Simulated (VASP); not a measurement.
A run of VASP 6.6.1:

Contents of INCAR:

```
SYSTEM = ZrB2
AGGAC = 1.0
AGGAX = 1.0
ALDAC = 0.0
ALDAX = 1.0
ALGO = Normal
EDIFF = 1E-6
ENCUT = 520
GGA = B5
ISIF = 2
ISMEAR = -1
LASPH = .TRUE.
LCHARG = .FALSE.
LREAL = .FALSE.
LWAVE = .FALSE.
NBANDS = 16
NELM = 60
PREC = Accurate
SIGMA = 0.05
```

KPOINTS

```
k-points
0
G
  6 6 4
  0 0 0
```

Contents of POSCAR:

```
ZrB2
1.0
    3.1700000000      0.0000000000      0.0000000000
   -1.5850000000      2.7453005300      0.0000000000
    0.0000000000      0.0000000000      3.5330000000
Zr B
1 2
Direct
    0.0000000000      0.0000000000      0.0000000000
    0.6666666667      0.3333333333      0.5000000000
    0.3333333333      0.6666666667      0.5000000000
```

Potentials or basis: VASP PAW PBE potentials, release 64 (Zr_sv, B).

Run with:

```bash
$ cat potpaw_PBE.64/Zr_sv/POTCAR potpaw_PBE.64/B/POTCAR > POTCAR
$ mpirun -np 1 vasp_std > vasp.out
```

Hardware: 1 thread of Intel(R) Xeon(R) 6975P-C (Granite Rapids), with other jobs on the host.

Q: Estimate the wall time of this run.

A: Wall time 12 s on 1 thread of Intel(R) Xeon(R) 6975P-C (Granite Rapids), on a shared host, peak memory 0.14 GiB. Counts: scf iterations 12, k points 21.
